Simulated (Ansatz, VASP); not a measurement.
# Two plane-wave programs on Ga3Sb

INCAR

```
SYSTEM = Ga3Sb
  PREC = Accurate
  ENCUT = 520
  EDIFF = 1E-6
  ISMEAR = 0
  SIGMA = 0.15
  LREAL = .FALSE.
  LASPH = .TRUE.
  NELM = 100
  ALGO = Fast
  ISIF = 2
  LWAVE = .FALSE.
  LCHARG = .TRUE.
  GGA = PE
  IVDW = 12
  LELF = .TRUE.
  LVHAR = .TRUE.
  NBANDS = 30
```

Contents of KPOINTS:

```
regular mesh
0
G
  14 14 14
  0 0 0
```

File POSCAR:

```
Ga3Sb
1.0
   -2.1200791928      2.1200791928      4.2734436290
    2.1200791928     -2.1200791928      4.2734436290
    2.1200791928      2.1200791928     -4.2734436290
Ga Sb
3 1
Direct
    0.7500000000      0.2500000000      0.5000000000
    0.2500000000      0.7500000000      0.5000000000
    0.5000000000      0.5000000000      0.0000000000
    0.0000000000      0.0000000000      0.0000000000
```

Input for Ansatz:

```yaml
crystal:
  lattice:
    - [-2.1200791928, 2.1200791928, 4.273443629]
    - [2.1200791928, -2.1200791928, 4.273443629]
    - [2.1200791928, 2.1200791928, -4.273443629]
  atoms:
    - { symbol: Ga, position: [0.75, 0.25, 0.5] }
    - { symbol: Ga, position: [0.25, 0.75, 0.5] }
    - { symbol: Ga, position: [0.5, 0.5, 0.0] }
    - { symbol: Sb, position: [0.0, 0.0, 0.0] }
basis:
  ecutwfc: 420
kpoints:
  mp_grid: { grid: [14, 14, 14] }
hamiltonian:
  xc: pbe
  pseudopotentials: { kind: paw, azcp: { folder: soft_1 } }
  dispersion: d3bj
scf:
  occupations: { method: gaussian, width: 0.15 }
output:
  forces: true
  stress: true
  eigenvalues: true
```

Alike in both runs: task single point; functional PBE; dispersion D3(BJ); k mesh 14 × 14 × 14; occupations gaussian, width 0.15 eV; no spin polarisation.

```csv
,VASP,Ansatz
version,VASP 6.6.1,Ansatz 0.2.0
potentials or method,"VASP PAW PBE potentials, release 64 (Ga_d, Sb), cutoff 520 eV","scalar-relativistic, plane waves, PAW"
valence electrons in the cell,44,54
```

|  | VASP | Ansatz | Ansatz less VASP |
| --- | --- | --- | --- |
| gap on the k mesh at the Fermi level (eV) | none | none | - |
| pressure (GPa) | 5.2 | 5.1 | -0.01 |
| traceless stress, the component that is largest in VASP (GPa) | 0.13 | 0.12 | -0.007 |

A gap of «none» marks a metal or a gap that the smearing closes. VASP's potentials hold 44 valence electrons a cell and Ansatz's 54, so a difference there can come from the potentials and not from the codes.

Spin-orbit coupling is off throughout.
